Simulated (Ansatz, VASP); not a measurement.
One calculation of HfB, two programs

```xyz
2
Lattice="0.0000 2.3100 2.3100 2.3100 0.0000 2.3100 2.3100 2.3100 0.0000" Properties=species:S:1:pos:R:3 pbc="T T T"
Hf    2.3100    2.3100    2.3100
B     0.0000    0.0000    0.0000
```

Alike in both runs: task relaxation of cell and atoms; functional LDA; k mesh 10 × 10 × 10; occupations fermi-dirac, width 0.05 eV; no spin polarisation.

```csv
,VASP,Ansatz
version,VASP 6.6.1,Ansatz 0.2.0
potentials or method,"VASP PAW LDA potentials, release 64 (Hf_pv, B)",Ansatz PAW
plane-wave cutoff (eV),600,420
valence electrons in the cell,13,29
```

VASP gave:

| Property | Result |
| --- | --- |
| gap on the k mesh at the Fermi level, each at its own relaxed structure (eV) | none |
| relaxed volume (Å³/atom) | 13.46 |
| relaxed cell length with the largest relative difference (Å) | 3.364 |

Q: What did Ansatz give for the same quantities?

A: gap on the k mesh at the Fermi level, each at its own relaxed structure (eV): none; relaxed volume (Å³/atom): 13.38; relaxed cell length with the largest relative difference (Å): 3.357.

LDA's correlation is that of Perdew and Zunger in VASP and of Perdew and Wang (1992) in Ansatz. A gap of «none» marks a metal or a gap that the smearing closes. VASP's potentials hold 13 valence electrons a cell and Ansatz's 29, so a difference there can come from the potentials and not from the codes.

Neither program's run includes spin-orbit coupling. Noted on Ansatz's run: the plane-wave basis is chosen anew once the cell has moved, so the energies of steps on either side of that aren't comparable.
